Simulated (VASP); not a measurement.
# Cr (Pm-3m) in VASP: notebook

The runs below take Cr through relaxation of cell and atoms, single point, with r2SCAN.

All numbers are computed with VASP 6.6.1; they aren't measurements. Logs are shortened: lines on timing, memory, paths and dates and some standing lists are left out, and cuts for length are marked.

## Step 1: The cell of the first run

It takes space group Pm-3m (No. 221, cubic). The conventional cell has a = 2.348 Å, b = 2.348 Å, c = 2.348 Å, α = 90.00°, β = 90.00°, γ = 90.00°. Within 3.1 Å of Cr (site symmetry m-3m) lie 6 Cr at 2.35 Å.

This isn't the form of Cr at room conditions, which is bcc.

## Step 2: Relaxation of cell and atoms, r2SCAN, collinear spin, antiferromagnetic start

The input, POSCAR:

```
Cr
1.0
    0.0000000000      2.3484326893      2.3484326893
    2.3484326893      0.0000000000      2.3484326893
    2.3484326893      2.3484326893      0.0000000000
Cr
2
Direct
    0.0000000000      0.0000000000      0.0000000000
    0.5000000000      0.5000000000      0.5000000000
```

The input, INCAR.step1:

```
PREC     = Accurate       # precision mode
ENCUT    = 550            # plane-wave cutoff, eV
ISMEAR   = -1             # smearing method
SIGMA    = 0.05           # smearing width, eV
LREAL    = False          # projectors in reciprocal space
LASPH    = True           # aspherical terms in the spheres
NELM     = 200            # most SCF steps
ISPIN    = 2              # spin polarisation
MAGMOM   = 1.5 -1.5       # initial moments
LMAXMIX  = 4              # l up to which the mixer works
GGA      = PE             # functional
ALGO     = Normal         # electronic algorithm
EDIFF    = 1E-5           # SCF threshold, eV
LWAVE    = True           # write WAVECAR
LCHARG   = False          # write CHGCAR
GGA_COMPAT= False        
IBRION   = 2              # ionic algorithm
ISIF     = 3              # what is computed and relaxed
EDIFFG   = -0.005         # ionic threshold
NELMIN   = 4            
NSW      = 100            # ionic steps
```

The input, INCAR.step2:

```
PREC     = Accurate       # precision mode
ENCUT    = 550            # plane-wave cutoff, eV
EDIFF    = 1E-7           # SCF threshold, eV
ISMEAR   = -1             # smearing method
SIGMA    = 0.05           # smearing width, eV
LREAL    = False          # projectors in reciprocal space
LASPH    = True           # aspherical terms in the spheres
NELM     = 200            # most SCF steps
ALGO     = Normal         # electronic algorithm
ISIF     = 3              # what is computed and relaxed
LWAVE    = False          # write WAVECAR
LCHARG   = False          # write CHGCAR
ISPIN    = 2              # spin polarisation
MAGMOM   = 1.5 -1.5       # initial moments
LORBIT   = 11             # projections on sites
LMAXMIX  = 4              # l up to which the mixer works
METAGGA  = R2SCAN         # meta-GGA
LMIXTAU  = True         
IBRION   = 2              # ionic algorithm
NSW      = 80             # ionic steps
EDIFFG   = -0.01          # ionic threshold
ISTART   = 1            
GGA_COMPAT= False        
NELMIN   = 4
```

The input, KPOINTS:

```
Automatic mesh
0
Gamma
  12 12 12
```

Potentials or basis: VASP PAW PBE potentials, release 64 (Cr_pv).

Launch:

```bash
$ cat potpaw_PBE.64/Cr_pv/POTCAR > POTCAR
$ cp INCAR.step1 INCAR
$ mpirun -np 1 vasp_std > vasp.out
$ cp INCAR.step2 INCAR
$ mpirun -np 1 vasp_std > vasp.out
```

OUTCAR:

```text
PREC = Accurate
   ENCUT = 550
   EDIFF = 1E-7
   ISMEAR = -1
   LREAL = False
   LASPH = True
   NELM = 200
   ISIF = 3
   ISPIN = 2
   LORBIT = 11
   METAGGA = R2SCAN
   IBRION = 2
   NSW = 80
   EDIFFG = -0.01
   ISTART = 1
   NELMIN = 4

 ion  position               nearest neighbor table
   1  0.000  0.000  0.000-   2 2.35   2 2.35   2 2.35   2 2.35   2 2.35   2 2.35
   2  0.500  0.500  0.500-   1 2.35   1 2.35   1 2.35   1 2.35   1 2.35   1 2.35

  LATTYP: Found a face centered cubic cell.
 ALAT       =     4.6968653786

  Lattice vectors:

 A1 = (   0.0000000000,   2.3484326893,   2.3484326893)
 A2 = (   2.3484326893,   0.0000000000,   2.3484326893)
 A3 = (   2.3484326893,   2.3484326893,   0.0000000000)

Analysis of symmetry for initial positions (statically):
=====================================================================
 Subroutine PRICEL returns following result:

  LATTYP: Found a simple cubic cell.
 ALAT       =     2.3484326893
[... 12 lines left out ...]
 Subroutine GETGRP returns: Found 48 space group operations
 (whereof 48 operations were pure point group operations)
 out of a pool of 48 trial point group operations.

The static configuration has the point symmetry O_h .

Analysis of symmetry for dynamics (positions and initial velocities):
=====================================================================
 Subroutine PRICEL returns following result:

  LATTYP: Found a simple cubic cell.
 ALAT       =     2.3484326893
[... 12 lines left out ...]
 Subroutine GETGRP returns: Found 48 space group operations
 (whereof 48 operations were pure point group operations)
 out of a pool of 48 trial point group operations.

The dynamic configuration has the point symmetry O_h .

Analysis of structural, dynamic, and magnetic symmetry:
=====================================================================
 Subroutine PRICEL returns following result:

  LATTYP: Found a simple cubic cell.
 ALAT       =     2.3484326893
[... 12 lines left out ...]
 Subroutine GETGRP returns: Found 48 space group operations
 (whereof 48 operations were pure point group operations)
 out of a pool of 48 trial point group operations.

The overall configuration has the point symmetry O_h .

 Subroutine INISYM returns: Found 48 space group operations
 (whereof 48 operations are pure point group operations),
 and found     2 'primitive' translations

----------------------------------------------------------------------------------------

                                     Primitive cell
[... 106 lines left out ...]
   IALGO  =     38    algorithm
   IMIX   =      4    mixing-type and parameters
     AMIX     =   0.40;   BMIX     =  1.00
     AMIX_MAG =   1.60;   BMIX_MAG =  1.00
  volume/ion in A,a.u.               =      12.95        87.40
  Fermi-wavevector in a.u.,A,eV,Ry     =   1.595967  3.015940 34.655527  2.547109
  Thomas-Fermi vector in A             =   2.693803
   LORBIT       =     11    0 simple, 1 ext, 2 COOP (PROOUT), +10 PAW based schemes
   METAGGA = R2SCAN    functional components
   LHFCALC =     F    Hartree Fock is set to
   AEXX    =    0.0000 exact exchange contribution
   IVDW    =     0    specifies the selected vdW correction
   LEPSILON=     F    determine dielectric tensor
   LRPA    =     F    only Hartree local field effects (RPA)
 conjugate gradient relaxation of ions
 spin polarized calculation
  energy-cutoff  :      550.00
  volume of cell :       25.90
 maximum number of plane-waves:       769
 NGX is ok and might be reduce to    28

--------------------------------------- Ionic step        1  -------------------------------------------

 number of electron      23.9999989 magnetization      -0.0000000

 number of electron      23.9999989 magnetization       0.0000000

 Free energy of the ion-electron system (eV)
  ---------------------------------------------------
  ext. energy  EPLUGINS =         0.00000000
  ---------------------------------------------------
  free energy    TOTEN  =       -27.45460824 eV

  energy without entropy =      -27.43523749  energy(sigma->0) =      -27.44492287

------------------------ aborting loop because EDIFF is reached ----------------------------------------

  FORCE on cell =-STRESS in cart. coord.  units (eV):
  Direction    XX          YY          ZZ          XY          YZ          ZX
  --------------------------------------------------------------------------------------
  -------------------------------------------------------------------------------------
  Total       -1.0202366     -1.0202366     -1.0202366      0.0000000     -0.0000000      0.0000000
  in kB      -63.1025811    -63.1025811    -63.1025811      0.0000000     -0.0000000      0.0000000
  external PRESSURE =     -63.1025811 kB  Pullay stress =       0.0000000 kB
[... 25 lines left out ...]
 number of electron      24.0000005 magnetization       0.0000000

 number of electron      24.0000005 magnetization      -0.0000000

 E-fermi :  10.5439     XC(G=0): -14.5282

 val. band max:       10.5429293524   @ k =   0.5000   0.2500   0.0833
 cond. band min:      10.5483685913   @ k =  -0.4167   0.2500   0.0833
 fundamental gap:      0.0054392389
 Fermi energy:        10.5439351989

 spin component 1

 k-point     1 :       0.0000    0.0000    0.0000
  band No.  band energies     occupation
      1     -34.4634      1.00000
      2     -34.4634      1.00000
      3     -34.4633      1.00000
      4     -33.5432      1.00000
      5     -33.5432      1.00000
      6     -33.5432      1.00000
[... 982 lines left out ...]
 number of electron      24.0000003 magnetization       0.0000000

 number of electron      24.0000003 magnetization      -0.0000000

 Free energy of the ion-electron system (eV)
  ---------------------------------------------------
  ext. energy  EPLUGINS =         0.00000000
  ---------------------------------------------------
  free energy    TOTEN  =       -27.47166819 eV

  energy without entropy =      -27.45263554  energy(sigma->0) =      -27.46215186

 E-fermi :   9.9807     XC(G=0): -14.2675

 val. band max:        9.9608504447   @ k =  -0.4167   0.2500   0.0833
 cond. band min:       9.9826133740   @ k =   0.5000   0.2500   0.0833
 fundamental gap:      0.0217629292
 Fermi energy:         9.9807233190

 spin component 1

 k-point     1 :       0.0000    0.0000    0.0000
  band No.  band energies     occupation
      1     -34.9906      1.00000
      2     -34.9906      1.00000
      3     -34.9905      1.00000
      4     -34.1682      1.00000
      5     -34.1682      1.00000
      6     -34.1682      1.00000
[... 936 lines left out ...]
  FREE ENERGIE OF THE ION-ELECTRON SYSTEM (eV)
  ---------------------------------------------------
  free  energy   TOTEN  =       -27.4716681870 eV

  energy  without entropy=      -27.4526355381  energy(sigma->0) =      -27.46215186

 reached required accuracy - stopping structural energy minimisation

 total charge

# of ion       s       p       d       tot
------------------------------------------
    1        0.684   6.322   4.340  11.347
    2        0.684   6.322   4.340  11.347
--------------------------------------------------
tot          1.368  12.644   8.681  22.693

 magnetization (x)

# of ion       s       p       d       tot
------------------------------------------
    1       -0.000  -0.000  -0.001  -0.001
    2        0.000   0.000   0.001   0.001
--------------------------------------------------
tot          0.000   0.000   0.000   0.000
```

Wall time 17 min (1 thread of Intel Xeon 6975P-C (Granite Rapids), shared host); peak memory 0.23 GiB.

What came out:

```yaml
Free_energy: -27.4717 eV
Relaxed_volume: 12.53 Å³/atom
Relaxed_cell: a = 3.285 Å, b = 3.285 Å, c = 3.285 Å, α = 60.00°, β = 60.00°, γ = 60.00°
Space_group_after_relaxing_to_0.1_Å: Pm-3m (No. 221)
Energy_gained_by_relaxing: 8.5 meV/atom
Ionic_steps: 4
Pressure_after_relaxing: 0.1 GPa
Band_gap_on_the_k_mesh: zero (filled and empty bands overlap)
Net_moment: 0.00 μB per cell
Valence_electrons_inside_the_program's_atomic_spheres: Cr 11.35
```

Step by step:
```
step  energy change (eV)  largest force (eV/Å)  pressure (GPa)  volume (Å³)
   1              0.0000                0.0000           -6.31        25.90
   2              0.0121                0.0000            9.46        24.04
   3             -0.0171                0.0000           -0.14        25.07
   4             -0.0171                0.0000            0.11        25.06
```

Final structure:
```
Cr
1.0
     0.00000    2.32251    2.32251
     2.32251    0.00000    2.32251
     2.32251    2.32251    0.00000
Cr
2
Direct
  0.00000 0.00000 0.00000
  0.50000 0.50000 0.50000
```

Caveat: the moments typed at the start vanished in this run; the PAW data sets were made with another functional, which shifts forces and pressure a little.

## Step 3: Single point, r2SCAN, collinear spin, ferromagnetic start

This run uses another cell than the first one: it holds 1 atom, not 2.

The input, POSCAR:

```
Cr
1.0
    2.3160763298      0.0000000000      0.0000000000
    0.0000000000      2.3160763298      0.0000000000
    0.0000000000      0.0000000000      2.3160763298
Cr
1
Direct
    0.0000000000      0.0000000000      0.0000000000
```

The input, INCAR.step1:

```
SYSTEM = Cr
PREC     = Accurate       ! precision mode
ENCUT    = 520            ! plane-wave cutoff, eV
ISMEAR   = -1             ! smearing method
SIGMA    = 0.05           ! smearing width, eV
LREAL    = .False.        ! projectors in reciprocal space
LASPH    = .True.         ! aspherical terms in the spheres
NELM     = 150            ! most SCF steps
ISPIN    = 2              ! spin polarisation
MAGMOM   = 1.5            ! initial moments
LMAXMIX  = 4              ! l up to which the mixer works
NBANDS   = 16             ! bands
GGA      = PE             ! functional
ALGO     = Normal         ! electronic algorithm
EDIFF    = 1E-4           ! SCF threshold, eV
LWAVE    = .True.         ! write WAVECAR
LCHARG   = .False.        ! write CHGCAR
```

The input, INCAR.step2:

```
SYSTEM = Cr
PREC     = Accurate       ! precision mode
ENCUT    = 520            ! plane-wave cutoff, eV
EDIFF    = 1E-7           ! SCF threshold, eV
ISMEAR   = -1             ! smearing method
SIGMA    = 0.05           ! smearing width, eV
LREAL    = .False.        ! projectors in reciprocal space
LASPH    = .True.         ! aspherical terms in the spheres
NELM     = 150            ! most SCF steps
ALGO     = Normal         ! electronic algorithm
ISIF     = 2              ! what is computed and relaxed
LWAVE    = .False.        ! write WAVECAR
LCHARG   = .False.        ! write CHGCAR
ISPIN    = 2              ! spin polarisation
MAGMOM   = 1.5            ! initial moments
LORBIT   = 11             ! projections on sites
LMAXMIX  = 4              ! l up to which the mixer works
METAGGA  = R2SCAN         ! meta-GGA
LMIXTAU  = .True.       
NBANDS   = 16             ! bands
ISTART   = 1
```

The input, KPOINTS:

```
regular mesh
0
Gamma
  13 13 13
  0 0 0
```

Potentials or basis: VASP PAW PBE potentials, release 64 (Cr_pv).

Launch:

```bash
$ cat potpaw_PBE.64/Cr_pv/POTCAR > POTCAR
$ cp INCAR.step1 INCAR
$ mpirun -np 1 vasp_std > vasp.out
$ cp INCAR.step2 INCAR
$ mpirun -np 1 vasp_std > vasp.out
```

Wall time 2.1 min (1 thread of Intel Xeon 8259CL, shared host); peak memory 0.15 GiB.

It converged, with:

```
Free energy                                           : -13.7342 eV
Pressure                                              : 1.0 GPa
Band gap on the k mesh                                : zero (filled and empty bands overlap)
Net moment                                            : 0.00 μB per cell
Valence electrons inside the program's atomic spheres : Cr 11.36
```

Levels at points of the mesh, in eV from the Fermi level:
Spin up:
```csv
k point,band 2,band 3,band 4,band 5,band 6,band 7,band 8,band 9,band 10,band 11
"(0.00, 0.00, 0.00)",-44.16,-44.16,-8.04,-3.65,-3.65,2.76,2.76,2.76,3.66,20.98
```
Spin down:
| k point | band 2 | band 3 | band 4 | band 5 | band 6 | band 7 | band 8 | band 9 | band 10 | band 11 |
| --- | --- | --- | --- | --- | --- | --- | --- | --- | --- | --- |
| (0.00, 0.00, 0.00) | -44.16 | -44.16 | -8.04 | -3.65 | -3.65 | 2.76 | 2.76 | 2.76 | 3.66 | 20.98 |

Caveat: the moments typed at the start vanished in this run; the PAW data sets were made with another functional, which shifts forces and pressure a little.

## Step 4: Single point, r2SCAN, collinear spin, ferromagnetic start (12.42 Å³/atom)

POSCAR is that of step 3.

The input, INCAR.step1:

```
  ALGO = Normal
  EDIFF = 1E-4
  ENCUT = 520
  GGA = PE
  ISMEAR = -1
  ISPIN = 2
  LASPH = T
  LCHARG = F
  LMAXMIX = 4
  LREAL = F
  LWAVE = T
  MAGMOM = 1.5
  NBANDS = 16
  NELM = 150
  PREC = Accurate
  SIGMA = 0.05
```

The input, INCAR.step2:

```
  ALGO = Normal
  EDIFF = 1E-6
  ENCUT = 520
  ISIF = 2
  ISMEAR = -1
  ISPIN = 2
  ISTART = 1
  LASPH = T
  LCHARG = T
  LELF = T
  LMAXMIX = 4
  LMIXTAU = T
  LORBIT = 11
  LREAL = F
  LVHAR = T
  LWAVE = F
  MAGMOM = 1.5
  METAGGA = R2SCAN
  NBANDS = 16
  NELM = 150
  PREC = Accurate
  SIGMA = 0.05
```

The input, KPOINTS:

```
k-points
0
Gamma
  15 15 15
```

Launch:

```bash
$ cat potpaw_PBE.64/Cr_pv/POTCAR > POTCAR
$ cp INCAR.step1 INCAR
$ mpirun -np 1 vasp_std > vasp.out
$ cp INCAR.step2 INCAR
$ mpirun -np 1 vasp_std > vasp.out
```

Wall time 3.7 min (1 thread of Intel Xeon 8259CL, shared host); peak memory 0.15 GiB.

It converged, with:

| Item | Value |
| --- | --- |
| Free energy | -13.7283 eV |
| Pressure | 2.9 GPa |
| Band gap on the k mesh | zero (filled and empty bands overlap) |
| Net moment | 0.00 μB per cell |
| Valence electrons inside the program's atomic spheres | Cr 11.37 |

Levels at points of the mesh, in eV from the Fermi level:
Spin up:
```
           k point  band 3  band 4  band 5  band 6  band 7  band 8  band 9  band 10
(0.00, 0.00, 0.00)  -44.10   -7.98   -3.61   -3.61    2.83    2.83    2.83     3.74
```
Spin down:
| k point | band 3 | band 4 | band 5 | band 6 | band 7 | band 8 | band 9 | band 10 |
| --- | --- | --- | --- | --- | --- | --- | --- | --- |
| (0.00, 0.00, 0.00) | -44.10 | -7.98 | -3.61 | -3.61 | 2.83 | 2.83 | 2.83 | 3.74 |

Caveat: the moments typed at the start vanished in this run; the PAW data sets were made with another functional, which shifts forces and pressure a little.

## Step 5: Single point, r2SCAN, collinear spin, ferromagnetic start (12.92 Å³/atom)

The input, POSCAR:

```
Cr
1.0
    2.3465545135      0.0000000000      0.0000000000
    0.0000000000      2.3465545135      0.0000000000
    0.0000000000      0.0000000000      2.3465545135
Cr
1
Direct
    0.0000000000      0.0000000000      0.0000000000
```

The input, INCAR.step1:

```
PREC = Accurate
ENCUT = 520
ISMEAR = -1
SIGMA = 0.05
LREAL = False
LASPH = True
NELM = 150
ISPIN = 2
MAGMOM = 1.5
LMAXMIX = 4
NBANDS = 16
GGA = PE
ALGO = Normal
EDIFF = 1E-4
LWAVE = True
LCHARG = False
```

The input, INCAR.step2:

```
PREC = Accurate
ENCUT = 520
EDIFF = 1E-6
ISMEAR = -1
SIGMA = 0.05
LREAL = False
LASPH = True
NELM = 150
ALGO = Normal
ISIF = 2
LWAVE = False
LCHARG = False
ISPIN = 2
MAGMOM = 1.5
LORBIT = 11
LMAXMIX = 4
METAGGA = R2SCAN
LMIXTAU = True
NBANDS = 16
ISTART = 1
```

The input, KPOINTS:

```
regular mesh
0
Gamma
  15 15 15
```

Launch:

```bash
$ cat potpaw_PBE.64/Cr_pv/POTCAR > POTCAR
$ cp INCAR.step1 INCAR
$ mpirun -np 1 vasp_std > vasp.out
$ cp INCAR.step2 INCAR
$ mpirun -np 1 vasp_std > vasp.out
```

It took 3.8 min on 1 thread of Intel Xeon 8259CL, shared host; peak memory 0.16 GiB.

Results (log left out):

- Free energy: -13.7248 eV
- Pressure: -5.0 GPa
- Band gap on the k mesh: zero (filled and empty bands overlap)
- Net moment: 0.00 μB per cell
- Valence electrons inside the program's atomic spheres: Cr 11.30

Levels at points of the mesh, in eV from the Fermi level:
Spin up:
```
           k point  band 3  band 4  band 5  band 6  band 7  band 8  band 9  band 10
(0.00, 0.00, 0.00)  -44.16   -7.85   -3.45   -3.45    2.69    2.69    2.69     3.65
```
Spin down:
| k point | band 3 | band 4 | band 5 | band 6 | band 7 | band 8 | band 9 | band 10 |
| --- | --- | --- | --- | --- | --- | --- | --- | --- |
| (0.00, 0.00, 0.00) | -44.16 | -7.85 | -3.45 | -3.45 | 2.69 | 2.69 | 2.69 | 3.66 |

Caveat: the cell stands under tension; the moments typed at the start vanished in this run; the PAW data sets were made with another functional, which shifts forces and pressure a little.

The gap in the log of VASP goes by the Fermi energy; the results here count the filled bands.